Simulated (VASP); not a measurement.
# Si16HC15 (a cell with a defect) in VASP: notebook

Si16HC15 (a cell with a defect) is run at these levels: PBE; tasks: relaxation of the atoms.

All numbers are computed with VASP 6.6.1; they aren't measurements. Logs are shortened: lines on timing, memory, paths and dates and some standing lists are left out, and cuts for length are marked.

## Step 1: The cell of the first run

The cell holds a defect, 32 atoms: a = 7.586 Å, b = 7.586 Å, c = 7.586 Å, α = 109.47°, β = 109.47°, γ = 109.47°.

## Step 2: Relaxation of the atoms, PBE

The input, INCAR:

```
  PREC = Accurate
  ENCUT = 520
  EDIFF = 1E-7
  ISMEAR = -1
  SIGMA = 0.01
  LREAL = Auto
  LASPH = T
  NELM = 120
  ALGO = Normal
  ISIF = 2
  LWAVE = F
  LCHARG = F
  GGA = PE
  IBRION = 2
  NSW = 100
  EDIFFG = -0.03
  GGA_COMPAT = F
  NELMIN = 4
```

The input, KPOINTS:

```
Automatic mesh
0
Gamma
  1 1 1
  0.25 0.25 0.25
```

The input, POSCAR:

```
Si16HC15
1.0
   -4.3797050000      4.3797050000     -4.3797050000
    4.3797050000      4.3797050000      4.3797050000
    4.3797050000     -4.3797050000     -4.3797050000
Si C H
16 15 1
Direct
    0.0000000000      0.0000000000      0.7500000000
    0.0000000000      0.2500000000      0.5000000000
    0.0000000000      0.5000000000      0.2500000000
    0.0000000000      0.7500000000      0.0000000000
    0.2500000000      0.0000000000      0.5000000000
    0.2500000000      0.2500000000      0.2500000000
    0.2500000000      0.5000000000      0.0000000000
    0.2500000000      0.7500000000      0.7500000000
    0.5000000000      0.0000000000      0.2500000000
    0.5000000000      0.2500000000      0.0000000000
    0.5000000000      0.5000000000      0.7500000000
    0.5000000000      0.7500000000      0.5000000000
    0.7500000000      0.0000000000      0.0000000000
    0.7500000000      0.2500000000      0.7500000000
    0.7500000000      0.5000000000      0.5000000000
    0.7500000000      0.7500000000      0.2500000000
    0.0000000000      0.0000000000      0.0000000000
    0.0000000000      0.2500000000      0.7500000000
    0.0000000000      0.5000000000      0.5000000000
    0.0000000000      0.7500000000      0.2500000000
    0.2500000000      0.0000000000      0.7500000000
    0.2500000000      0.2500000000      0.5000000000
    0.2500000000      0.5000000000      0.2500000000
    0.2500000000      0.7500000000      0.0000000000
    0.5000000000      0.0000000000      0.5000000000
    0.5000000000      0.5000000000      0.0000000000
    0.5000000000      0.7500000000      0.7500000000
    0.7500000000      0.0000000000      0.2500000000
    0.7500000000      0.2500000000      0.0000000000
    0.7500000000      0.5000000000      0.7500000000
    0.7500000000      0.7500000000      0.5000000000
    0.5000000000      0.2500000000      0.2500000000
```

Potentials or basis: VASP PAW PBE potentials, release 64 (Si, C, H).

Started as:

```bash
$ cat potpaw_PBE.64/Si/POTCAR potpaw_PBE.64/C/POTCAR potpaw_PBE.64/H/POTCAR > POTCAR
$ mpirun -np 1 vasp_std > vasp.out
```

OUTCAR:

```text
PREC = Accurate
   ENCUT = 520
   EDIFF = 1E-7
   ISMEAR = -1
   LREAL = Auto
   LASPH = T
   NELM = 120
   ISIF = 2
   GGA = PE
   IBRION = 2
   NSW = 100
   EDIFFG = -0.03
   NELMIN = 4

 ion  position               nearest neighbor table
   1  0.000  0.000  0.750-  17 1.90  18 1.90  21 1.90  31 1.90   7 3.10  10 3.10  15 3.10  12 3.10
                            14 3.10   5 3.10   6 3.10   2 3.10   8 3.10  16 3.10   4 3.10  13 3.10
   2  0.000  0.250  0.500-  18 1.90  19 1.90  22 1.90  28 1.90   8 3.10  11 3.10  16 3.10   9 3.10
                            15 3.10   5 3.10   6 3.10   7 3.10   1 3.10  13 3.10   3 3.10  14 3.10
   3  0.000  0.500  0.250-  19 1.90  20 1.90  23 1.90  29 1.90   5 3.10  12 3.10  13 3.10  10 3.10
                            16 3.10   2 3.10   6 3.10   7 3.10   8 3.10  14 3.10   4 3.10  15 3.10
   4  0.000  0.750  0.000-  17 1.90  20 1.90  24 1.90  30 1.90   6 3.10   9 3.10  14 3.10  11 3.10
                            16 3.10   5 3.10   1 3.10   7 3.10   8 3.10  15 3.10   3 3.10  13 3.10
   5  0.250  0.000  0.500-  20 1.90  21 1.90  22 1.90  25 1.90  11 3.10  14 3.10   3 3.10  16 3.10
                             2 3.10   6 3.10   8 3.10   9 3.10  10 3.10   4 3.10   1 3.10  12 3.10
   6  0.250  0.250  0.250-  17 1.90  22 1.90  23 1.90  32 1.90  12 3.10  15 3.10   4 3.10  13 3.10
                             3 3.10   5 3.10   7 3.10   9 3.10  10 3.10   1 3.10  11 3.10   2 3.10
   7  0.250  0.500  0.000-  18 1.90  23 1.90  24 1.90  26 1.90   9 3.10  16 3.10   1 3.10  14 3.10
                             4 3.10   6 3.10   8 3.10   3 3.10  10 3.10   2 3.10  11 3.10  12 3.10
   8  0.250  0.750  0.750-  19 1.90  21 1.90  24 1.90  27 1.90  10 3.10  13 3.10   2 3.10  15 3.10
                             4 3.10   5 3.10   7 3.10   9 3.10   1 3.10   3 3.10  11 3.10  12 3.10
   9  0.500  0.000  0.250-  24 1.90  25 1.90  28 1.90  32 1.90   2 3.10  15 3.10   7 3.10   4 3.10
[... 17 lines left out ...]
  19  0.000  0.500  0.500-   2 1.90   3 1.90   8 1.90  15 1.90
  20  0.000  0.750  0.250-   3 1.90   4 1.90   5 1.90  16 1.90
  21  0.250  0.000  0.750-   1 1.90   5 1.90   8 1.90  10 1.90
  22  0.250  0.250  0.500-   2 1.90   5 1.90   6 1.90  11 1.90
[... 8 lines left out ...]
  31  0.750  0.750  0.500-   1 1.90  12 1.90  15 1.90  16 1.90
  32  0.500  0.250  0.250-   6 1.90   9 1.90  10 1.90  15 1.90

  LATTYP: Found a body centered cubic cell.
 ALAT       =     8.7594100000

  Lattice vectors:

 A1 = (  -4.3797050000,   4.3797050000,  -4.3797050000)
 A2 = (   4.3797050000,   4.3797050000,   4.3797050000)
 A3 = (   4.3797050000,  -4.3797050000,  -4.3797050000)

Analysis of symmetry for initial positions (statically):
=====================================================================
 Subroutine PRICEL returns:
 Original cell was already a primitive cell.

 Routine SETGRP: Setting up the symmetry group for a
 body centered cubic supercell.

 Subroutine GETGRP returns: Found 24 space group operations
 (whereof  2 operations were pure point group operations)
 out of a pool of 48 trial point group operations.

The static configuration has the point symmetry C_1h.
 The point group associated with its full space group is T_d .

Analysis of symmetry for dynamics (positions and initial velocities):
=====================================================================
 Subroutine PRICEL returns:
 Original cell was already a primitive cell.

 Routine SETGRP: Setting up the symmetry group for a
 body centered cubic supercell.

 Subroutine GETGRP returns: Found 24 space group operations
 (whereof  2 operations were pure point group operations)
 out of a pool of 48 trial point group operations.

The dynamic configuration has the point symmetry C_1h.
 The point group associated with its full space group is T_d .

 Subroutine INISYM returns: Found 24 space group operations
 (whereof  2 operations are pure point group operations),
 and found     1 'primitive' translations

----------------------------------------------------------------------------------------

[... 42 lines left out ...]
   ISYM   =      2    0-nonsym 1-usesym 2-fastsym
   POTIM  = 0.5000    time-step for ionic-motion
   TEBEG  =    0.0;   TEEND  =   0.0 temperature during run
   PSTRESS=    0.0 pullay stress
   NELECT =     125.0000    total number of electrons
   NUPDOWN=      -1.0000    fix difference up-down
   EMIN   =  10.00;   EMAX   =-10.00  energy-range for DOS
   EFERMI =   0.00;   METHOD = LEGACY
   ISMEAR =    -1;   SIGMA  =   0.01  broadening in eV -4-tet -1-fermi 0-gaus
   EFERMI_NEDOS =   21; number of points for ismear=-14 and -15
   IALGO  =     38    algorithm
   IMIX   =      4    mixing-type and parameters
     AMIX     =   0.40;   BMIX     =  1.00
     AMIX_MAG =   1.60;   BMIX_MAG =  1.00
  volume/ion in A,a.u.               =      10.50        70.87
  Fermi-wavevector in a.u.,A,eV,Ry     =   1.177371  2.224908 18.860428  1.386202
  Thomas-Fermi vector in A             =   2.313719
   LORBIT       =      0    0 simple, 1 ext, 2 COOP (PROOUT), +10 PAW based schemes
   GGA     = PE    functional components
   LHFCALC =     F    Hartree Fock is set to
   AEXX    =    0.0000 exact exchange contribution
   IVDW    =     0    specifies the selected vdW correction
   LEPSILON=     F    determine dielectric tensor
   LRPA    =     F    only Hartree local field effects (RPA)
 conjugate gradient relaxation of ions
 non-spin polarized calculation
  energy-cutoff  :      520.00
  volume of cell :      336.04
 maximum number of plane-waves:      9024
 NGX is ok and might be reduce to    56
   NGX = 29   NGY = 29   NGZ = 29

--------------------------------------- Ionic step        1  -------------------------------------------

 number of electron     124.9999988 magnetization

 Free energy of the ion-electron system (eV)
  ---------------------------------------------------
  ext. energy  EPLUGINS =         0.00000000
  ---------------------------------------------------
  free energy    TOTEN  =      -227.18870175 eV

  energy without entropy =     -227.14711292  energy(sigma->0) =     -227.16790734

------------------------ aborting loop because EDIFF is reached ----------------------------------------

  FORCE on cell =-STRESS in cart. coord.  units (eV):
  Direction    XX          YY          ZZ          XY          YZ          ZX
  --------------------------------------------------------------------------------------
  -------------------------------------------------------------------------------------
  Total        3.3756147      3.3756147      3.3756147      0.0000000      0.0000000      0.0000000
  in kB       16.0941811     16.0941811     16.0941811      0.0000000      0.0000000      0.0000000
  external PRESSURE =      16.0941811 kB  Pullay stress =       0.0000000 kB
[... 383 lines left out ...]
--------------------------------------- Ionic step        7  -------------------------------------------

 number of electron     124.9999998 magnetization

 Free energy of the ion-electron system (eV)
  ---------------------------------------------------
  ext. energy  EPLUGINS =         0.00000000
  ---------------------------------------------------
  free energy    TOTEN  =      -227.30808144 eV

  energy without entropy =     -227.26649261  energy(sigma->0) =     -227.28728703

 E-fermi :   9.7630     XC(G=0): -11.2214

 val. band max:        9.7629623677   @ k =   0.2500   0.2500   0.2500
 cond. band min:       9.7629624742   @ k =   0.2500   0.2500   0.2500
 fundamental gap:      0.0000001064
 Fermi energy:         9.7629624387

 k-point     1 :       0.2500    0.2500    0.2500
  band No.  band energies     occupation
      1      -6.3442      2.00000
      2      -6.3442      2.00000
      3      -6.3442      2.00000
      4      -5.9470      2.00000
      5      -3.6648      2.00000
      6      -3.6648      2.00000
[... 66 lines left out ...]
     73      11.7660      0.00000
     74      11.8824      0.00000
 [bands above 74 left out]

------------------------ aborting loop because EDIFF is reached ----------------------------------------

  FORCE on cell =-STRESS in cart. coord.  units (eV):
  Direction    XX          YY          ZZ          XY          YZ          ZX
  --------------------------------------------------------------------------------------
  -------------------------------------------------------------------------------------
  Total        4.5728872      4.5728872      4.5728872      0.0000000     -0.0000000      0.0000000
  in kB       21.8025104     21.8025104     21.8025104      0.0000000     -0.0000000      0.0000000
  external PRESSURE =      21.8025104 kB  Pullay stress =       0.0000000 kB
[... 47 lines left out ...]
  FREE ENERGIE OF THE ION-ELECTRON SYSTEM (eV)
  ---------------------------------------------------
  free  energy   TOTEN  =      -227.3080814443 eV

  energy  without entropy=     -227.2664926134  energy(sigma->0) =     -227.28728703

 reached required accuracy - stopping structural energy minimisation
```

Run time: 9.4 min. Hardware: 1 thread of Oxide Virtual Turin-like, shared host; peak memory 0.41 GiB.

What came out:

| Property | Result |
| --- | --- |
| Free energy | -227.3081 eV |
| Energy gained by relaxing | 3.7 meV/atom |
| Ionic steps | 7 |
| Pressure after relaxing | 2.2 GPa |
| Largest force after relaxing | 0.027 eV/Å |
| Band gap on the k mesh | zero (an odd number of electrons rules out a gap without spin polarisation) |

Forces on the atoms (eV/Å):
```
Si   0.016  0.016 -0.014
Si   0.016 -0.016  0.014
Si   0.016 -0.014  0.016
Si   0.016  0.014 -0.016
Si  -0.016  0.014  0.016
Si   0.003 -0.003  0.003
Si  -0.016 -0.016 -0.014
Si   0.014  0.016 -0.016
Si  -0.003 -0.003 -0.003
Si  -0.003  0.003  0.003
Si  -0.014  0.016  0.016
Si  -0.014 -0.016 -0.016
Si   0.014 -0.016  0.016
Si  -0.016  0.016  0.014
Si   0.003  0.003 -0.003
Si  -0.016 -0.014 -0.016
C   -0.001  0.003 -0.003
C    0.000  0.000  0.000
C   -0.001 -0.003  0.003
C    0.000  0.000  0.000
C    0.003 -0.001 -0.003
C   -0.003  0.003 -0.001
C   -0.003  0.001 -0.003
C    0.003  0.003  0.001
C    0.001  0.003  0.003
C    0.001 -0.003 -0.003
C    0.000  0.000  0.000
C    0.003  0.001  0.003
C    0.003 -0.003 -0.001
C   -0.003 -0.001  0.003
C   -0.003 -0.003  0.001
H    0.000  0.000  0.000
```

Step by step:
| step | energy change (eV) | largest force (eV/Å) | pressure (GPa) |
| --- | --- | --- | --- |
| 1 | 0.0000 | 0.6115 | 1.61 |
| 2 | -0.0812 | 0.2859 | 1.85 |
| 3 | -0.0815 | 0.3045 | 1.84 |
| 4 | -0.1165 | 0.1036 | 2.09 |
| 5 | -0.1181 | 0.0535 | 2.16 |
| 6 | -0.1193 | 0.0346 | 2.19 |
| 7 | -0.1194 | 0.0267 | 2.18 |

Final structure:
```cif
data_structure
_symmetry_space_group_name_H-M 'P 1'
_symmetry_Int_Tables_number 1
_cell_length_a 7.5859
_cell_length_b 7.5859
_cell_length_c 7.5859
_cell_angle_alpha 109.471
_cell_angle_beta 109.471
_cell_angle_gamma 109.471
_cell_volume 336.04
loop_
_atom_site_label
_atom_site_type_symbol
_atom_site_fract_x
_atom_site_fract_y
_atom_site_fract_z
_atom_site_occupancy
Si1 Si 0.00083 0.00058 0.75083 1
Si2 Si 0.99917 0.25000 0.49975 1
Si3 Si 0.99917 0.49975 0.25000 1
Si4 Si 0.00083 0.75083 0.00058 1
Si5 Si 0.25025 0.00025 0.49942 1
Si6 Si 0.24184 0.25000 0.25000 1
Si7 Si 0.25025 0.49942 0.00025 1
Si8 Si 0.25058 0.75083 0.75083 1
Si9 Si 0.50000 0.99184 0.25000 1
Si10 Si 0.50000 0.25000 0.99184 1
Si11 Si 0.50000 0.49975 0.74917 1
Si12 Si 0.50000 0.74917 0.49975 1
Si13 Si 0.74942 0.00025 0.00025 1
Si14 Si 0.74975 0.25000 0.74917 1
Si15 Si 0.75816 0.50816 0.50816 1
Si16 Si 0.74975 0.74917 0.25000 1
C1 C 0.99701 0.99752 0.99752 1
C2 C 0.00000 0.25000 0.75000 1
C3 C 0.00299 0.50051 0.50051 1
C4 C 0.00000 0.75000 0.25000 1
C5 C 0.24752 0.99752 0.74701 1
C6 C 0.24949 0.25000 0.50248 1
C7 C 0.24949 0.50248 0.25000 1
C8 C 0.24752 0.74701 0.99752 1
C9 C 0.50000 0.99949 0.50248 1
C10 C 0.50000 0.50248 0.99949 1
C11 C 0.50000 0.75000 0.75000 1
C12 C 0.75248 0.99949 0.25000 1
C13 C 0.75248 0.25000 0.99949 1
C14 C 0.75051 0.50051 0.75299 1
C15 C 0.75051 0.75299 0.50051 1
H1 H 0.50000 0.25000 0.25000 1
```

Levels at points of the mesh, in eV from the Fermi level:
```tsv
k point	band 57	band 58	band 59	band 60	band 61	band 62	band 63	band 64	band 65	band 66
(0.25, 0.25, 0.25)	-2.63	-2.63	-2.61	-2.61	-2.61	0.00	0.00	0.00	1.74	1.74
```

Caveat: the k points lie up to 1.01 Å⁻¹ apart, too coarse for converged energies and pressures of a metal; an odd number of electrons without spin polarisation forces a metal; a magnetic or distorted state may lie lower.

[end of part 1 of 2]
